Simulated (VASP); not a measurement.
# Sc3Cu in VASP: relaxation of the atoms with PBEsol

Aim: the relaxation of the atoms of Sc3Cu with PBEsol.

Program: VASP 6.6.1. These are calculated values, not measurements. Logs are shortened: lines on timing, memory, paths and dates and some standing lists are left out, and cuts for length are marked.

## 1. The cell of the first run

The cell holds a slab with vacuum, 4 atoms: a = 3.219 Å, b = 3.219 Å, c = 24.256 Å, α = 90.00°, β = 90.00°, γ = 120.00°.

## 2. Relaxation of the atoms, PBEsol

INCAR reads:

```
SYSTEM = Sc3Cu
ALGO = Normal
DIPOL = 0.5 0.5 0.513
EDIFF = 1E-7
EDIFFG = -0.02
ENCUT = 520
GGA = PS
GGA_COMPAT = .FALSE.
IBRION = 2
IDIPOL = 3
ISIF = 2
ISMEAR = 0
LASPH = .TRUE.
LCHARG = .FALSE.
LDIPOL = .TRUE.
LREAL = .FALSE.
LWAVE = .FALSE.
NELM = 120
NELMDL = -8
NELMIN = 4
NSW = 45
PREC = Accurate
SIGMA = 0.1
```

KPOINTS reads:

```
k-points
0
G
  9 9 1
  0 0 0
```

POSCAR reads:

```
Sc3Cu
1.0
    3.2186815774      0.0000000000      0.0000000000
   -1.6093407887      2.7874600127      0.0000000000
    0.0000000000      0.0000000000     24.2560850061
Sc Cu
3 1
Selective dynamics
Direct
    0.6666666667      0.3333333333      0.3504275318  F F F
    0.3333333333      0.6666666667      0.4557152572  F F F
    0.0000000000      0.0000000000      0.5608268077  F F F
    0.0000000000      0.0000000000      0.6853316484  F F T
```

Potentials or basis: VASP PAW PBE potentials, release 64 (Sc_sv, Cu).

Command:

```sh
cat potpaw_PBE.64/Sc_sv/POTCAR potpaw_PBE.64/Cu/POTCAR > POTCAR
mpirun -np 1 vasp_std > vasp.out
```

OUTCAR:

```text
SYSTEM = Sc3Cu
   EDIFF = 1E-7
   EDIFFG = -0.02
   ENCUT = 520
   GGA = PS
   IBRION = 2
   ISIF = 2
   ISMEAR = 0
   LASPH = .TRUE.
   LREAL = .FALSE.
   NELM = 120
   NELMDL = -8
   NELMIN = 4
   NSW = 45
   PREC = Accurate

 ion  position               nearest neighbor table
   1  0.667  0.333  0.350-   2 3.16   2 3.16   2 3.16
   2  0.333  0.667  0.456-   3 3.15   3 3.15   3 3.15   1 3.16   1 3.16   1 3.16
   3  0.000  0.000  0.561-   4 3.02   2 3.15   2 3.15   2 3.15
   4  0.000  0.000  0.685-   3 3.02

  LATTYP: Found a hexagonal cell.
 ALAT       =     3.2186815774
 C/A-ratio  =     7.5360312671

  Lattice vectors:

 A1 = (   3.2186815774,   0.0000000000,   0.0000000000)
 A2 = (  -1.6093407887,   2.7874600127,   0.0000000000)
 A3 = (   0.0000000000,   0.0000000000,  24.2560850061)

Analysis of symmetry for initial positions (statically):
=====================================================================
 Subroutine PRICEL returns:
 Original cell was already a primitive cell.

 Routine SETGRP: Setting up the symmetry group for a
 hexagonal supercell.

 Subroutine GETGRP returns: Found  6 space group operations
 (whereof  6 operations were pure point group operations)
 out of a pool of 24 trial point group operations.

The static configuration has the point symmetry C_3v.

Analysis of symmetry for dynamics (positions and initial velocities):
=====================================================================
 Subroutine PRICEL returns:
 Original cell was already a primitive cell.

 Routine SETGRP: Setting up the symmetry group for a
 hexagonal supercell.

 Subroutine GETGRP returns: Found  6 space group operations
 (whereof  6 operations were pure point group operations)
 out of a pool of 24 trial point group operations.

The dynamic configuration has the point symmetry C_3v.

Analysis of constrained symmetry for selective dynamics:
=====================================================================
 Subroutine PRICEL returns:
 Original cell was already a primitive cell.

 Routine SETGRP: Setting up the symmetry group for a
 hexagonal supercell.

 Subroutine GETGRP returns: Found  6 space group operations
 (whereof  6 operations were pure point group operations)
 out of a pool of 24 trial point group operations.

The constrained configuration has the point symmetry C_3v.

 Subroutine INISYM returns: Found  6 space group operations
 (whereof  6 operations are pure point group operations),
 and found     1 'primitive' translations

----------------------------------------------------------------------------------------

                                     Primitive cell

  volume of cell :     217.6243

  direct lattice vectors                    reciprocal lattice vectors
     3.218681577  0.000000000  0.000000000     0.310686216  0.179374770  0.000000000
    -1.609340789  2.787460013  0.000000000     0.000000000  0.358749541  0.000000000
     0.000000000  0.000000000 24.256085006     0.000000000  0.000000000  0.041226768

  length of vectors
     3.218681577  3.218681577 24.256085006     0.358749541  0.358749541  0.041226768

  position of ions in fractional coordinates (direct lattice)
     0.666666667  0.333333333  0.350427532
     0.333333333  0.666666667  0.455715257
     0.000000000  0.000000000  0.560826808
     0.000000000  0.000000000  0.685331648

  ion indices of the primitive-cell ions
   primitive index   ion index
                 1           1
                 2           2
                 3           3
                 4           4

----------------------------------------------------------------------------------------

 KPOINTS: k-points

Automatic generation of k-mesh.
 Grid dimensions read from file:
 generate k-points for:    9    9    1

 Generating k-lattice:

  Cartesian coordinates                     Fractional coordinates (reciprocal lattice)
     0.034520691  0.019930530  0.000000000     0.111111111 -0.000000000  0.000000000
     0.000000000  0.039861060  0.000000000     0.000000000  0.111111111  0.000000000
     0.000000000  0.000000000  0.041226768     0.000000000  0.000000000  1.000000000

  Length of vectors
     0.039861060  0.039861060  0.041226768

  Shift w.r.t. Gamma in fractional coordinates (k-lattice)
     0.000000000  0.000000000  0.000000000

 Subroutine IBZKPT returns following result:
 ===========================================

 Found     12 irreducible k-points:

 Following reciprocal coordinates:
            Coordinates               Weight
  0.000000  0.000000  0.000000      1.000000
  0.111111  0.000000  0.000000      6.000000
  0.222222  0.000000  0.000000      6.000000
  0.333333  0.000000  0.000000      6.000000
  0.444444  0.000000  0.000000      6.000000
  0.111111  0.111111  0.000000      6.000000
  0.222222  0.111111  0.000000     12.000000
  0.333333  0.111111  0.000000     12.000000
  0.444444  0.111111  0.000000      6.000000
  0.222222  0.222222  0.000000      6.000000
  0.333333  0.222222  0.000000     12.000000
  0.333333  0.333333  0.000000      2.000000
   k-points           NKPTS =     12   k-points in BZ     NKDIM =     12   number of bands    NBANDS=     26
   number of dos      NEDOS =    301   number of ions     NIONS =      4
   total plane-waves  NPLWV = 103680
   dimension x,y,z NGX =    24 NGY =   24 NGZ =  180
   dimension x,y,z NGXF=    48 NGYF=   48 NGZF=  360
   ions per type =               3   1
   NGX,Y,Z   is equivalent  to a cutoff of  12.40, 12.40, 12.34 a.u.
   NGXF,Y,Z  is equivalent  to a cutoff of  24.79, 24.79, 24.67 a.u.
 SYSTEM =  Sc3Cu
   PREC   = accura    normal or accurate (medium, high low for compatibility)
   ISTART =      0    job   : 0-new  1-cont  2-samecut
   ICHARG =      2    charge: 1-file 2-atom 10-const
   ISPIN  =      1    spin polarized calculation?
   LNONCOLLINEAR =      F non collinear calculations
   LSORBIT =      F    spin-orbit coupling
   LASPH  =      T    aspherical Exc in radial PAW
   ENCUT  =  520.0 eV  38.22 Ry    6.18 a.u.   5.98  5.98 45.10*2*pi/ulx,y,z
   NELM   =    120;   NELMIN=  4; NELMDL= -8     # of ELM steps
   EDIFF  = 0.1E-06   stopping-criterion for ELM
   LREAL  =      F    real-space projection
   EDIFFG = -.2E-01   stopping-criterion for IOM
   NSW    =     45    number of steps for IOM
   IBRION =      2    ionic relax: 0-MD 1-quasi-New 2-CG
   NFREE  =      1    steps in history (QN), initial steepest desc. (CG)
   ISIF   =      2    stress and relaxation
   ISYM   =      2    0-nonsym 1-usesym 2-fastsym
   POTIM  = 0.5000    time-step for ionic-motion
   TEBEG  =    0.0;   TEEND  =   0.0 temperature during run
   PSTRESS=    0.0 pullay stress
   NELECT =      44.0000    total number of electrons
   NUPDOWN=      -1.0000    fix difference up-down
   EMIN   =  10.00;   EMAX   =-10.00  energy-range for DOS
   EFERMI =   0.00;   METHOD = LEGACY
   ISMEAR =     0;   SIGMA  =   0.10  broadening in eV -4-tet -1-fermi 0-gaus
   EFERMI_NEDOS =   21; number of points for ismear=-14 and -15
   IALGO  =     38    algorithm
   IMIX   =      4    mixing-type and parameters
     AMIX     =   0.40;   BMIX     =  1.00
     AMIX_MAG =   1.60;   BMIX_MAG =  1.00
  volume/ion in A,a.u.               =      54.41       367.15
  Fermi-wavevector in a.u.,A,eV,Ry     =   0.960852  1.815747 12.561402  0.923237
  Thomas-Fermi vector in A             =   2.090173
   LORBIT       =      0    0 simple, 1 ext, 2 COOP (PROOUT), +10 PAW based schemes
   GGA     = PS    functional components
   LHFCALC =     F    Hartree Fock is set to
   AEXX    =    0.0000 exact exchange contribution
   IVDW    =     0    specifies the selected vdW correction
   LEPSILON=     F    determine dielectric tensor
   LRPA    =     F    only Hartree local field effects (RPA)
 conjugate gradient relaxation of ions
 non-spin polarized calculation
 Gauss-broadening in eV      SIGMA  =   0.10
  energy-cutoff  :      520.00
  volume of cell :      217.62
 maximum number of plane-waves:      5934
 NGX is ok and might be reduce to    24
   NGX = 11   NGY = 11   NGZ = 91

--------------------------------------- Ionic step        1  -------------------------------------------

 number of electron      44.0000007 magnetization

 Free energy of the ion-electron system (eV)
  ---------------------------------------------------
  ext. energy  EPLUGINS =         0.00000000
  ---------------------------------------------------
  free energy    TOTEN  =       -21.20166625 eV

  energy without entropy =      -21.16269658  energy(sigma->0) =      -21.18218141

------------------------ aborting loop because EDIFF is reached ----------------------------------------

  FORCE on cell =-STRESS in cart. coord.  units (eV):
  Direction    XX          YY          ZZ          XY          YZ          ZX
  --------------------------------------------------------------------------------------
  -------------------------------------------------------------------------------------
  Total       -2.7970108     -2.7970108     -2.7845100     -0.0000000      0.0000000     -0.0000000
  in kB      -20.5919445    -20.5919445    -20.4999124     -0.0000000      0.0000000     -0.0000000
  external PRESSURE =     -20.5612671 kB  Pullay stress =       0.0000000 kB
[... 209 lines left out ...]
  FREE ENERGIE OF THE ION-ELECTRON SYSTEM (eV)
  ---------------------------------------------------
  free  energy   TOTEN  =       -21.5117130135 eV

  energy  without entropy=      -21.4745771529  energy(sigma->0) =      -21.49314508

 dipolmoment           0.000000      0.000000     -0.015396 electrons x Angstroem

--------------------------------------- Ionic step        7  -------------------------------------------

 number of electron      44.0000007 magnetization

------------------------ aborting loop because EDIFF is reached ----------------------------------------

 vacuum level on the upper side and lower side of the slab       (xc-potential included)         0.070        -0.095

  FORCE on cell =-STRESS in cart. coord.  units (eV):
  Direction    XX          YY          ZZ          XY          YZ          ZX
  --------------------------------------------------------------------------------------
  -------------------------------------------------------------------------------------
  Total       -2.7483664     -2.7483664     -0.0992371      0.0000000      0.0000000     -0.0000000
  in kB      -20.2338186    -20.2338186     -0.7305960      0.0000000      0.0000000     -0.0000000
  external PRESSURE =     -13.7327444 kB  Pullay stress =       0.0000000 kB

 VOLUME and BASIS-vectors are now :
 -----------------------------------------------------------------------------
  energy-cutoff  :      520.00
  volume of cell :      217.62
      direct lattice vectors                 reciprocal lattice vectors
     3.218681577  0.000000000  0.000000000     0.310686216  0.179374770  0.000000000
    -1.609340789  2.787460013  0.000000000     0.000000000  0.358749541  0.000000000
     0.000000000  0.000000000 24.256085006     0.000000000  0.000000000  0.041226768
[... 14 lines left out ...]
  energy  without entropy=      -21.4833230245  energy(sigma->0) =      -21.50216972

--------------------------------------- Ionic step        8  -------------------------------------------

 number of electron      44.0000005 magnetization

 dipolmoment           0.000000      0.000000      0.008541 electrons x Angstroem

 Free energy of the ion-electron system (eV)
  ---------------------------------------------------
  ext. energy  EPLUGINS =         0.00000000
  ---------------------------------------------------
  free energy    TOTEN  =       -21.52140928 eV

  energy without entropy =      -21.48386534  energy(sigma->0) =      -21.50263731

 E-fermi :  -0.5680     XC(G=0):  -4.9045

 val. band max:       -0.5890694289   @ k =   0.2222   0.0000   0.0000
 cond. band min:      -0.5673387564   @ k =   0.3333   0.1111   0.0000
 fundamental gap:      0.0217306725
 Fermi energy:        -0.5679675449

 k-point     1 :       0.0000    0.0000    0.0000
  band No.  band energies     occupation
      1     -50.0605      2.00000
      2     -49.8261      2.00000
      3     -49.4693      2.00000
      4     -28.8752      2.00000
      5     -28.6504      2.00000
      6     -28.5760      2.00000
[... 337 lines left out ...]
     25       0.0212      0.00000
     26       0.0691      0.00000

------------------------ aborting loop because EDIFF is reached ----------------------------------------

 vacuum level on the upper side and lower side of the slab       (xc-potential included)        -0.056        -0.220

  FORCE on cell =-STRESS in cart. coord.  units (eV):
  Direction    XX          YY          ZZ          XY          YZ          ZX
  --------------------------------------------------------------------------------------
  -------------------------------------------------------------------------------------
  Total       -2.7480659     -2.7480659     -0.2578204      0.0000000      0.0000000      0.0000000
  in kB      -20.2316060    -20.2316060     -1.8981063      0.0000000      0.0000000      0.0000000
  external PRESSURE =     -14.1204394 kB  Pullay stress =       0.0000000 kB

 VOLUME and BASIS-vectors are now :
 -----------------------------------------------------------------------------
  energy-cutoff  :      520.00
  volume of cell :      217.62
      direct lattice vectors                 reciprocal lattice vectors
     3.218681577  0.000000000  0.000000000     0.310686216  0.179374770  0.000000000
    -1.609340789  2.787460013  0.000000000     0.000000000  0.358749541  0.000000000
     0.000000000  0.000000000 24.256085006     0.000000000  0.000000000  0.041226768
[... 10 lines left out ...]
  FREE ENERGIE OF THE ION-ELECTRON SYSTEM (eV)
  ---------------------------------------------------
  free  energy   TOTEN  =       -21.5214092838 eV

  energy  without entropy=      -21.4838653409  energy(sigma->0) =      -21.50263731

 reached required accuracy - stopping structural energy minimisation

 vacuum level on the upper side and lower side of the slab         3.148         2.977
```

It took 12 min on 1 thread of AMD EPYC 7R13 (Zen 3), shared host; peak memory 0.32 GiB.

Results:

| Item | Value |
| --- | --- |
| Free energy | -21.5214 eV |
| Energy gained by relaxing | 79.9 meV/atom |
| Ionic steps | 8 |
| Band gap on the k mesh | zero (bands 22 and 23 overlap by 0.13 eV) |

Step by step:
```tsv
step	energy change (eV)	largest force on free atoms (eV/Å)	pressure (GPa)
1	0.0000	0.8283	-2.06
2	-0.0330	0.8223	-2.05
3	-0.1290	0.7706	-1.97
4	-0.2825	0.4491	-1.71
5	-0.0072	2.3315	-0.15
6	-0.3100	0.2506	-1.57
7	-0.3194	0.0564	-1.37
8	-0.3197	0.0072	-1.41
```

Final structure:
```cif
data_structure
_symmetry_space_group_name_H-M 'P 1'
_symmetry_Int_Tables_number 1
_cell_length_a 3.2187
_cell_length_b 3.2187
_cell_length_c 24.2561
_cell_angle_alpha 90.000
_cell_angle_beta 90.000
_cell_angle_gamma 120.000
_cell_volume 217.62
loop_
_atom_site_label
_atom_site_type_symbol
_atom_site_fract_x
_atom_site_fract_y
_atom_site_fract_z
_atom_site_occupancy
Sc1 Sc 0.66667 0.33333 0.35043 1
Sc2 Sc 0.33333 0.66667 0.45572 1
Sc3 Sc 0.00000 0.00000 0.56083 1
Cu1 Cu 0.00000 0.00000 0.66269 1
```

Levels at points of the mesh, in eV from the Fermi level:
```csv
k point,band 18,band 19,band 20,band 21,band 22,band 23,band 24,band 25,band 26
"(0.00, 0.00, 0.00)",-2.25,-2.21,-2.21,-2.07,0.03,0.67,0.74,1.42,1.42
```

Caveat: the PAW data sets were made with another functional, which shifts forces and pressure a little.
